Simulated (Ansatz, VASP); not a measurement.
AlN in VASP and in Ansatz

Contents of POSCAR:

```
AlN
1.0
    0.0000000000      2.0345180000      2.0345180000
    2.0345180000      0.0000000000      2.0345180000
    2.0345180000      2.0345180000      0.0000000000
Al N
1 1
Direct
    0.5000000000      0.5000000000      0.5000000000
    0.0000000000      0.0000000000      0.0000000000
```

The input INCAR.step1:

```
SYSTEM = AlN
  PREC = Accurate
  ENCUT = 600
  EDIFF = 1E-5
  ISMEAR = -1
  SIGMA = 0.05
  LREAL = .False.
  LASPH = .True.
  NELM = 100
  ALGO = Normal
  LWAVE = .True.
  LCHARG = .False.
  GGA = PE
  NBANDS = 11
```

The input INCAR.step2:

```
SYSTEM = AlN
  PREC = Accurate
  ENCUT = 600
  EDIFF = 1E-6
  ISMEAR = -1
  SIGMA = 0.05
  LREAL = .False.
  LASPH = .True.
  NELM = 100
  ALGO = Normal
  ISIF = 3
  LWAVE = .False.
  LCHARG = .False.
  GGA = PE
  LHFCALC = .True.
  AEXX = 0.25
  HFSCREEN = 0.3
  PRECFOCK = Normal
  IBRION = 2
  NSW = 60
  EDIFFG = -0.01
  ISTART = 1
```

File KPOINTS:

```
regular mesh
0
Gamma
  6 6 6
  0 0 0
```

File input:

```
crystal:
  lattice:
    - [0.0, 2.034518, 2.034518]
    - [2.034518, 0.0, 2.034518]
    - [2.034518, 2.034518, 0.0]
  atoms:
    - { symbol: Al, position: [0.5, 0.5, 0.5] }
    - { symbol: "N", position: [0.0, 0.0, 0.0] }
hamiltonian:
  xc: { exchange: pbe, correlation: pbe, exx: { coeff: 0.25, omega: 0.3 } }
  pseudopotentials: { kind: paw }
kpoints:
  mp_grid: { grid: [6, 6, 6] }
scf:
  occupations: { method: fermi_dirac, width: 0.05 }
output:
  forces: true
  stress: true
  eigenvalues: true
relax:
  f_tol: 0.01
  max_steps: 40
  cell: { stress_tol: 0.05 }
```

Alike in both runs: task relaxation of cell and atoms; functional PBE-based screened hybrid; k mesh 6 × 6 × 6; occupations fermi-dirac, width 0.05 eV; no spin polarisation.

|  | VASP | Ansatz |
| --- | --- | --- |
| version | VASP 6.6.1 | Ansatz 0.2.0 |
| potentials or method | VASP PAW PBE potentials, release 64 (Al, N) | Ansatz PAW |
| plane-wave cutoff (eV) | 600 | 420 |
| valence electrons in the cell | 8 | 8 |

Ansatz gave:

| Property | Result |
| --- | --- |
| gap on the k mesh at the Fermi level, each at its own relaxed structure (eV) | 5.88 |
| relaxed volume (Å³/atom) | 8.19 |
| relaxed cell length with the largest relative difference (Å) | 2.851 |

Task: What did VASP give for the same quantities?

Result: gap on the k mesh at the Fermi level, each at its own relaxed structure (eV): 5.81; relaxed volume (Å³/atom): 8.20; relaxed cell length with the largest relative difference (Å): 2.851.

VASP's potentials were made for PBE, not for PBE-based screened hybrid.

The k mesh is coarse, so the values compare programs but aren't converged. Noted on Ansatz's run: the plane-wave basis is chosen anew once the cell has moved, so the energies of steps on either side of that aren't comparable.
